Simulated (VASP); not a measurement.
Input of a VASP 6.6.1 run:

Contents of INCAR:

```
SYSTEM = C
ALGO     = Normal         ! electronic algorithm
EDIFF    = 1E-6           ! SCF threshold, eV
EDIFFG   = -0.01          ! ionic threshold
ENCUT    = 600            ! plane-wave cutoff, eV
GGA      = CA             ! functional
IBRION   = 2              ! ionic algorithm
ISIF     = 3              ! what is computed and relaxed
ISMEAR   = -1             ! smearing method
LASPH    = .TRUE.         ! aspherical terms in the spheres
LCHARG   = .FALSE.        ! write CHGCAR
LREAL    = .FALSE.        ! projectors in reciprocal space
LWAVE    = .FALSE.        ! write WAVECAR
NELM     = 60             ! most SCF steps
NSW      = 80             ! ionic steps
PREC     = Accurate       ! precision mode
SIGMA    = 0.05           ! smearing width, eV
```

Contents of KPOINTS:

```
k-points
0
G
  8 8 8
  0 0 0
```

The input POSCAR:

```
C
1.0
    0.0000000000      1.7834000000      1.7834000000
    1.7834000000      0.0000000000      1.7834000000
    1.7834000000      1.7834000000      0.0000000000
C
2
Direct
    0.5000000000      0.5000000000      0.5000000000
    0.7500000000      0.7500000000      0.7500000000
```

Potentials or basis: VASP PAW LDA potentials, release 64 (C).

Run with:

```console
$ cat potpaw_LDA.64/C/POTCAR > POTCAR
$ mpirun -np 1 vasp_std > vasp.out
```

(1) What does it give for the relaxed cell?

(2) Estimate the relaxed volume.

Answers

(1) a = 2.499 Å, b = 2.499 Å, c = 2.499 Å, α = 60.00°, β = 60.00°, γ = 60.00°.

(2) 5.52 Å³/atom.
